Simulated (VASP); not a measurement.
# Fe: single point with PBE

Crystal: Fe.

```xyz
1
Lattice="-0.0366 1.8095 1.8095 1.8095 -0.0366 1.8095 1.8095 1.8095 -0.0366" Properties=species:S:1:pos:R:3 pbc="T T T"
Fe    0.0000    0.0000    0.0000
```

This cell differs from its parent crystal: equal xy, yz and zx shear strains of -2 %.

```yaml
Program: VASP 6.6.1
Task: single point
Functional: PBE
Potentials_or_basis: VASP PAW PBE potentials, release 64 (Fe)
Cutoff: 520 eV
k_mesh: 17 × 17 × 17
Occupations: fermi-dirac, width 0.03 eV
Spin: collinear spin, ferromagnetic start
Starting_moments: "[3.0] μB"
Dipole_correction: no
Further_INCAR_settings: ALGO = Normal; EDIFF = 1e-07; NBANDS = 14
```

* Pressure: -2.8 GPa
* Net moment: 2.58 μB per cell
* Site moments: Fe +2.59 μB
* Valence electrons inside the program's atomic spheres: Fe 7.13

Stress tensor (GPa, compression positive):
```
-2.80 -0.35 -0.35
-0.35 -2.80 -0.35
-0.35 -0.35 -2.80
```

Levels at points of the mesh, in eV from the Fermi level:
Spin up:
| k point | band 2 | band 3 | band 4 | band 5 | band 6 | band 7 | band 8 | band 9 |
| --- | --- | --- | --- | --- | --- | --- | --- | --- |
| (0.00, 0.00, 0.00) | -2.47 | -2.47 | -2.29 | -1.46 | -1.46 | 21.59 | 25.15 | 25.15 |
Spin down:
```tsv
k point	band 1	band 2	band 3	band 4	band 5	band 6
(0.00, 0.00, 0.00)	-8.05	-0.18	-0.18	0.18	1.54	1.54
```

Run time: 77 s on 1 thread of Intel(R) Xeon(R) 6975P-C (Granite Rapids), with other jobs on the host, peak memory 0.24 GiB.

Caveat: the cell differs from its parent crystal (equal xy, yz and zx shear strains of -2 %).
